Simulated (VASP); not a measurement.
# CaO (r.bp) (Fm-3m) in VASP: single point with PBEsol

Aim: the single point of CaO (r.bp) with PBEsol.

Everything below comes from runs of VASP 6.6.1. Logs are shortened: lines on timing, memory, paths and dates and some standing lists are left out, and cuts for length are marked.

## (1) The cell of the first run

Symmetry: Fm-3m, No. 225, cubic system. The conventional cell has a = 4.750 Å, b = 4.750 Å, c = 4.750 Å, α = 90.00°, β = 90.00°, γ = 90.00°. Ca (site symmetry m-3m) has 6 O at 2.37 Å within 3.1 Å. Within 3.1 Å of O (site symmetry m-3m) lie 6 Ca at 2.37 Å.

## (2) Single point, PBEsol

Input file INCAR:

```
SYSTEM = CaO
ALGO = Normal
EDIFF = 1E-6
ENCUT = 600
GGA = PS
GGA_COMPAT = .FALSE.
ISIF = 2
ISMEAR = 0
LASPH = .TRUE.
LCHARG = .FALSE.
LREAL = .FALSE.
LWAVE = .FALSE.
NBANDS = 15
NELM = 120
PREC = Accurate
SIGMA = 0.02
```

Input file KPOINTS:

```
k-points
0
G
  8 8 8
  0 0 0
```

Input file POSCAR:

```
CaO
1.0
    0.0000000000      2.3748410384      2.3748410384
    2.3748410384      0.0000000000      2.3748410384
    2.3748410384      2.3748410384      0.0000000000
Ca O
1 1
Direct
    0.0000000000      0.0000000000      0.0000000000
    0.5000000000      0.5000000000      0.5000000000
```

Potentials or basis: VASP PAW PBE potentials, release 64 (Ca_sv, O).

The run is started by

```bash
cat potpaw_PBE.64/Ca_sv/POTCAR potpaw_PBE.64/O/POTCAR > POTCAR
mpirun -np 1 vasp_std > vasp.out
```

OUTCAR:

```text
SYSTEM = CaO
   EDIFF = 1E-6
   ENCUT = 600
   GGA = PS
   ISIF = 2
   ISMEAR = 0
   LASPH = .TRUE.
   LREAL = .FALSE.
   NELM = 120
   PREC = Accurate

 ion  position               nearest neighbor table
   1  0.000  0.000  0.000-   2 2.37   2 2.37   2 2.37   2 2.37   2 2.37   2 2.37
   2  0.500  0.500  0.500-   1 2.37   1 2.37   1 2.37   1 2.37   1 2.37   1 2.37

  LATTYP: Found a face centered cubic cell.
 ALAT       =     4.7496820768

  Lattice vectors:

 A1 = (   0.0000000000,   2.3748410384,   2.3748410384)
 A2 = (   2.3748410384,   0.0000000000,   2.3748410384)
 A3 = (   2.3748410384,   2.3748410384,   0.0000000000)

Analysis of symmetry for initial positions (statically):
=====================================================================
 Subroutine PRICEL returns:
 Original cell was already a primitive cell.

 Routine SETGRP: Setting up the symmetry group for a
 face centered cubic supercell.

 Subroutine GETGRP returns: Found 48 space group operations
 (whereof 48 operations were pure point group operations)
 out of a pool of 48 trial point group operations.

The static configuration has the point symmetry O_h .

Analysis of symmetry for dynamics (positions and initial velocities):
=====================================================================
 Subroutine PRICEL returns:
 Original cell was already a primitive cell.

 Routine SETGRP: Setting up the symmetry group for a
 face centered cubic supercell.

 Subroutine GETGRP returns: Found 48 space group operations
 (whereof 48 operations were pure point group operations)
 out of a pool of 48 trial point group operations.

The dynamic configuration has the point symmetry O_h .

 Subroutine INISYM returns: Found 48 space group operations
 (whereof 48 operations are pure point group operations),
 and found     1 'primitive' translations

----------------------------------------------------------------------------------------

                                     Primitive cell

  volume of cell :      26.7876

  direct lattice vectors                    reciprocal lattice vectors
     0.000000000  2.374841038  2.374841038    -0.210540408  0.210540408  0.210540408
     2.374841038  0.000000000  2.374841038     0.210540408 -0.210540408  0.210540408
     2.374841038  2.374841038  0.000000000     0.210540408  0.210540408 -0.210540408

  length of vectors
     3.358532405  3.358532405  3.358532405     0.364666683  0.364666683  0.364666683

  position of ions in fractional coordinates (direct lattice)
     0.000000000  0.000000000  0.000000000
     0.500000000  0.500000000  0.500000000

  ion indices of the primitive-cell ions
   primitive index   ion index
                 1           1
                 2           2

----------------------------------------------------------------------------------------

 KPOINTS: k-points

Automatic generation of k-mesh.
 Grid dimensions read from file:
 generate k-points for:    8    8    8

 Generating k-lattice:

  Cartesian coordinates                     Fractional coordinates (reciprocal lattice)
    -0.026317551  0.026317551  0.026317551     0.125000000  0.000000000  0.000000000
     0.026317551 -0.026317551  0.026317551     0.000000000  0.125000000  0.000000000
     0.026317551  0.026317551 -0.026317551     0.000000000  0.000000000  0.125000000

  Length of vectors
     0.045583335  0.045583335  0.045583335

  Shift w.r.t. Gamma in fractional coordinates (k-lattice)
     0.000000000  0.000000000  0.000000000

 Subroutine IBZKPT returns following result:
 ===========================================

 Found     29 irreducible k-points:

 Following reciprocal coordinates:
            Coordinates               Weight
  0.000000  0.000000  0.000000      1.000000
  0.125000  0.000000  0.000000      8.000000
  0.250000  0.000000  0.000000      8.000000
  0.375000  0.000000  0.000000      8.000000
  0.500000  0.000000  0.000000      4.000000
  0.125000  0.125000  0.000000      6.000000
[... 16 lines left out ...]
  0.500000  0.250000  0.125000     48.000000
 -0.375000  0.250000  0.125000     24.000000
 [... further k-points ...]
   k-points           NKPTS =     29   k-points in BZ     NKDIM =     29   number of bands    NBANDS=     15
   number of dos      NEDOS =    301   number of ions     NIONS =      2
   total plane-waves  NPLWV =  21952
   dimension x,y,z NGX =    28 NGY =   28 NGZ =   28
   dimension x,y,z NGXF=    56 NGYF=   56 NGZF=   56
   ions per type =               1   1
   NGX,Y,Z   is equivalent  to a cutoff of  13.86, 13.86, 13.86 a.u.
   NGXF,Y,Z  is equivalent  to a cutoff of  27.72, 27.72, 27.72 a.u.
 SYSTEM =  CaO
   PREC   = accura    normal or accurate (medium, high low for compatibility)
   ISTART =      0    job   : 0-new  1-cont  2-samecut
   ICHARG =      2    charge: 1-file 2-atom 10-const
   ISPIN  =      1    spin polarized calculation?
   LNONCOLLINEAR =      F non collinear calculations
   LSORBIT =      F    spin-orbit coupling
   LASPH  =      T    aspherical Exc in radial PAW
   ENCUT  =  600.0 eV  44.10 Ry    6.64 a.u.   6.71  6.71  6.71*2*pi/ulx,y,z
   NELM   =    120;   NELMIN=  2; NELMDL= -5     # of ELM steps
   EDIFF  = 0.1E-05   stopping-criterion for ELM
   LREAL  =      F    real-space projection
   EDIFFG = 0.1E-04   stopping-criterion for IOM
   NSW    =      0    number of steps for IOM
   IBRION =     -1    ionic relax: 0-MD 1-quasi-New 2-CG
   NFREE  =      0    steps in history (QN), initial steepest desc. (CG)
   ISIF   =      2    stress and relaxation
   ISYM   =      2    0-nonsym 1-usesym 2-fastsym
   POTIM  = 0.5000    time-step for ionic-motion
   TEBEG  =    0.0;   TEEND  =   0.0 temperature during run
   PSTRESS=    0.0 pullay stress
   NELECT =      16.0000    total number of electrons
   NUPDOWN=      -1.0000    fix difference up-down
   EMIN   =  10.00;   EMAX   =-10.00  energy-range for DOS
   EFERMI =   0.00;   METHOD = LEGACY
   ISMEAR =     0;   SIGMA  =   0.02  broadening in eV -4-tet -1-fermi 0-gaus
   EFERMI_NEDOS =   21; number of points for ismear=-14 and -15
   IALGO  =     38    algorithm
   IMIX   =      4    mixing-type and parameters
     AMIX     =   0.40;   BMIX     =  1.00
     AMIX_MAG =   1.60;   BMIX_MAG =  1.00
  volume/ion in A,a.u.               =      13.39        90.39
  Fermi-wavevector in a.u.,A,eV,Ry     =   1.378702  2.605368 25.862201  1.900818
  Thomas-Fermi vector in A             =   2.503739
   LORBIT       =      0    0 simple, 1 ext, 2 COOP (PROOUT), +10 PAW based schemes
   GGA     = PS    functional components
   LHFCALC =     F    Hartree Fock is set to
   AEXX    =    0.0000 exact exchange contribution
   IVDW    =     0    specifies the selected vdW correction
   LEPSILON=     F    determine dielectric tensor
   LRPA    =     F    only Hartree local field effects (RPA)
 non-spin polarized calculation
 Gauss-broadening in eV      SIGMA  =   0.02
  energy-cutoff  :      600.00
  volume of cell :       26.79
 maximum number of plane-waves:       911
   NGX = 13   NGY = 13   NGZ = 13

 number of electron      15.9999997 magnetization

 Free energy of the ion-electron system (eV)
  ---------------------------------------------------
  ext. energy  EPLUGINS =         0.00000000
  ---------------------------------------------------
  free energy    TOTEN  =       -13.41044806 eV

  energy without entropy =      -13.41044806  energy(sigma->0) =      -13.41044806

 E-fermi :   2.5174     XC(G=0): -10.9142

 val. band max:        2.3996641795   @ k =   0.0000   0.0000   0.0000
 cond. band min:       5.9151546806   @ k =   0.5000   0.5000   0.0000
 fundamental gap:      3.5154905011
 Fermi energy:         2.5174038625

 k-point     1 :       0.0000    0.0000    0.0000
  band No.  band energies     occupation
      1     -34.8452      2.00000
      2     -15.6581      2.00000
      3     -15.6581      2.00000
      4     -15.6581      2.00000
      5     -13.1146      2.00000
      6       2.3997      2.00000
      7       2.3997      2.00000
      8       2.3997      2.00000
      9       7.2546      0.00000
     10       8.6745      0.00000
     11       8.6745      0.00000
     12       8.6745      0.00000
     13      10.2756      0.00000
     14      10.2756      0.00000
     15      17.4472      0.00000

 k-point     2 :       0.1250    0.0000    0.0000
  band No.  band energies     occupation
      1     -34.8271      2.00000
      2     -15.9251      2.00000
      3     -15.6671      2.00000
      4     -15.6671      2.00000
      5     -12.8391      2.00000
      6       1.8377      2.00000
      7       2.1710      2.00000
      8       2.1710      2.00000
      9       7.9532      0.00000
     10       8.6301      0.00000
     11       8.9563      0.00000
     12       8.9563      0.00000
     13      10.6719      0.00000
     14      10.6719      0.00000
     15      18.1030      0.00000

 k-point     3 :       0.2500    0.0000    0.0000
  band No.  band energies     occupation
      1     -34.7829      2.00000
      2     -16.4311      2.00000
      3     -15.6886      2.00000
      4     -15.6886      2.00000
      5     -12.3100      2.00000
      6       0.7851      2.00000
      7       1.6851      2.00000
      8       1.6851      2.00000
      9       8.6987      0.00000
     10       9.4407      0.00000
     11       9.6979      0.00000
     12       9.6979      0.00000
     13      11.6223      0.00000
     14      11.6223      0.00000
     15      18.6102      0.00000

 k-point     4 :       0.3750    0.0000    0.0000
  band No.  band energies     occupation
      1     -34.7382      2.00000
      2     -16.8362      2.00000
      3     -15.7099      2.00000
      4     -15.7099      2.00000
      5     -11.8778      2.00000
      6      -0.0640      2.00000
      7       1.2655      2.00000
      8       1.2655      2.00000
      9       9.1965      0.00000
     10      10.5628      0.00000
     11      10.5628      0.00000
     12      10.6436      0.00000
     13      12.6569      0.00000
     14      12.6569      0.00000
     15      17.5917      0.00000
[... 307 lines left out ...]
 k-point    22 :       0.3750    0.2500    0.1250
  band No.  band energies     occupation
      1     -34.7507      2.00000
      2     -16.4738      2.00000
      3     -15.8439      2.00000
      4     -15.7305      2.00000
      5     -12.2663      2.00000
      6       0.4866      2.00000
      7       1.5663      2.00000
      8       1.8632      2.00000
      9       7.7608      0.00000
     10       9.6791      0.00000
     11      10.4380      0.00000
     12      10.7951      0.00000
     13      11.6049      0.00000
     14      12.8691      0.00000
     15      19.1307      0.00000

 k-point    23 :       0.5000    0.2500    0.1250
  band No.  band energies     occupation
      1     -34.7153      2.00000
      2     -16.6501      2.00000
      3     -15.9197      2.00000
      4     -15.7740      2.00000
      5     -12.1076      2.00000
      6       0.3031      2.00000
      7       1.2603      2.00000
      8       1.5194      2.00000
      9       8.3000      0.00000
     10      10.0460      0.00000
     11      11.0766      0.00000
     12      11.2112      0.00000
     13      12.6315      0.00000
     14      13.8114      0.00000
     15      17.5326      0.00000

 k-point    24 :      -0.3750    0.2500    0.1250
  band No.  band energies     occupation
      1     -34.7005      2.00000
      2     -16.7209      2.00000
      3     -15.9372      2.00000
      4     -15.8040      2.00000
      5     -12.0474      2.00000
      6       0.2494      2.00000
      7       1.2186      2.00000
      8       1.2772      2.00000
      9       9.2423      0.00000
     10       9.3064      0.00000
     11      11.3941      0.00000
     12      11.6175      0.00000
     13      12.9448      0.00000
     14      14.6134      0.00000
     15      16.6193      0.00000

 [... further k-points ...]

------------------------ aborting loop because EDIFF is reached ----------------------------------------

  FORCE on cell =-STRESS in cart. coord.  units (eV):
  Direction    XX          YY          ZZ          XY          YZ          ZX
  --------------------------------------------------------------------------------------
  -------------------------------------------------------------------------------------
  Total        0.3105638      0.3105638      0.3105638     -0.0000000     -0.0000000      0.0000000
  in kB       18.5749567     18.5749567     18.5749567     -0.0000000     -0.0000000      0.0000000
  external PRESSURE =      18.5749567 kB  Pullay stress =       0.0000000 kB

 VOLUME and BASIS-vectors are now :
 -----------------------------------------------------------------------------
  energy-cutoff  :      600.00
  volume of cell :       26.79
      direct lattice vectors                 reciprocal lattice vectors
     0.000000000  2.374841038  2.374841038    -0.210540408  0.210540408  0.210540408
     2.374841038  0.000000000  2.374841038     0.210540408 -0.210540408  0.210540408
     2.374841038  2.374841038  0.000000000     0.210540408  0.210540408 -0.210540408

 POSITION                                       TOTAL-FORCE (eV/Angst)
 -----------------------------------------------------------------------------------
      0.00000      0.00000      0.00000        -0.000000     -0.000000     -0.000000
      2.37484      2.37484      2.37484         0.000000      0.000000      0.000000
 -----------------------------------------------------------------------------------
    total drift:                                0.000000      0.000000      0.000000

  FREE ENERGIE OF THE ION-ELECTRON SYSTEM (eV)
  ---------------------------------------------------
  free  energy   TOTEN  =       -13.4104480630 eV

  energy  without entropy=      -13.4104480630  energy(sigma->0) =      -13.41044806
```

It took 29 s on 1 thread of Intel Xeon 8259CL, shared host; peak memory 0.16 GiB.

Results:

```yaml
Free_energy: -13.4104 eV
Pressure: 1.9 GPa
Band_gap_on_the_k_mesh: 3.52 eV, indirect (least direct gap 3.89 eV)
```

Caveat: the PAW data sets were made with another functional, which shifts forces and pressure a little. As with any semilocal functional, this PBEsol gap is likely too small.
